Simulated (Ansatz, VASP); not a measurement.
**Tl: VASP beside Ansatz**

```
Tl
1.0
     0.00000    2.44827    2.44827
     2.44827    0.00000    2.44827
     2.44827    2.44827    0.00000
Tl
1
Direct
  0.00000 0.00000 0.00000
```

Alike in both runs: functional PBE; dispersion D3(BJ); k mesh 14 × 14 × 14; occupations gaussian, width 0.1 eV; no spin polarisation.

Ansatz relaxed the structure, and its values are those at the end. VASP's run is a single point on that final structure, the one shown.

|  | VASP | Ansatz |
| --- | --- | --- |
| version | VASP 6.6.1 | Ansatz 0.2.0 |
| potentials or method | VASP PAW PBE potentials, release 64 (Tl_d), cutoff 520 eV | scalar-relativistic, plane waves, PAW |
| valence electrons in the cell | 13 | 13 |

```csv
,VASP,Ansatz,Ansatz less VASP
gap on the k mesh at the Fermi level (eV),none,none,-
pressure (GPa),0.0,0.0,+0.05
```

A gap of «none» marks a metal or a gap that the smearing closes.

Neither program's run includes spin-orbit coupling.
